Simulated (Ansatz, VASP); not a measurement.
One calculation of Nb, two programs

File INCAR:

```
SYSTEM = Nb
PREC = Accurate
ENCUT = 520
EDIFF = 1E-7
ISMEAR = 0
SIGMA = 0.15
LREAL = .False.
LASPH = .True.
NELM = 100
ALGO = Fast
ISIF = 2
LWAVE = .False.
LCHARG = .True.
GGA = PS
LELF = .True.
LVHAR = .True.
NBANDS = 12
```

File KPOINTS:

```
Automatic mesh
0
Gamma
  20 20 20
  0 0 0
```

Contents of POSCAR:

```
Nb
1.0
    0.0000000000      2.1467250000      2.0515500000
    2.1467250000      0.0000000000      2.0515500000
    2.1467250000      2.1467250000      0.0000000000
Nb
1
Direct
    0.0000000000      0.0000000000      0.0000000000
```

Input for Ansatz:

```yaml
crystal:
  lattice:
    - [0.0, 2.146725, 2.05155]
    - [2.146725, 0.0, 2.05155]
    - [2.146725, 2.146725, 0.0]
  atoms:
    - { symbol: Nb, position: [0.0, 0.0, 0.0] }
basis:
  ecutwfc: 420
kpoints:
  mp_grid: { grid: [20, 20, 20] }
hamiltonian:
  xc: pbesol
scf:
  occupations: { method: gaussian, width: 0.15 }
output:
  forces: true
  stress: true
  eigenvalues: true
```

Change from the starting cell: strain +0.015 along x and y, -0.030 along z, atoms carried along.

Alike in both runs: task single point; functional PBEsol; k mesh 20 × 20 × 20; occupations gaussian, width 0.15 eV; no spin polarisation.

|  | VASP | Ansatz |
| --- | --- | --- |
| version | VASP 6.6.1 | Ansatz 0.2.0 |
| potentials or method | VASP PAW PBE potentials, release 64 (Nb_sv), cutoff 520 eV | scalar-relativistic, plane waves, PAW |
| valence electrons in the cell | 13 | 13 |

VASP gave:

- gap on the k mesh at the Fermi level (eV): none
- pressure (GPa): -7.5
- traceless stress, the component that is largest in VASP (GPa): -7.41

**Question.** What did Ansatz give for the same quantities?

**Answer.** gap on the k mesh at the Fermi level (eV): none; pressure (GPa): -7.2; traceless stress, the component that is largest in VASP (GPa): -7.46.

VASP's potentials were made for PBE, not for PBEsol. A gap of «none» marks a metal or a gap that the smearing closes.
